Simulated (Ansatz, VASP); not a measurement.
# Two plane-wave programs on Bi2Se3

```
Bi Se
1.0
    -2.59382    2.59382    5.76822
     2.59382   -2.59382    5.76822
     2.59382    2.59382   -5.76822
Bi Se
2 3
Direct
  0.75000 0.25000 0.50000
  0.25000 0.75000 0.50000
  0.50000 0.00000 0.50000
  0.00000 0.50000 0.50000
  0.50000 0.50000 0.00000
```

Alike in both runs: functional PBE; k mesh 6 × 6 × 6; occupations gaussian, width 0.1 eV; no spin polarisation.

Ansatz relaxed the structure, and its values are those at the end. VASP's run is a single point on that final structure, the one shown.

|  | VASP | Ansatz |
| --- | --- | --- |
| version | VASP 6.6.1 | Ansatz 0.2.0 |
| potentials or method | VASP PAW PBE potentials, release 64 (Bi_d, Se), cutoff 520 eV | scalar-relativistic, plane waves, PAW |
| valence electrons in the cell | 48 | 78 |

```csv
,VASP,Ansatz,Ansatz less VASP
gap on the k mesh at the Fermi level (eV),none,none,-
pressure (GPa),0.0,0.0,+0.01
```

A gap of «none» marks a metal or a gap that the smearing closes. The functional is the same, so the differences come from potentials, cutoffs and numerics. VASP's potentials hold 48 valence electrons a cell and Ansatz's 78, so a difference there can come from the potentials and not from the codes.

Spin-orbit coupling is off throughout.
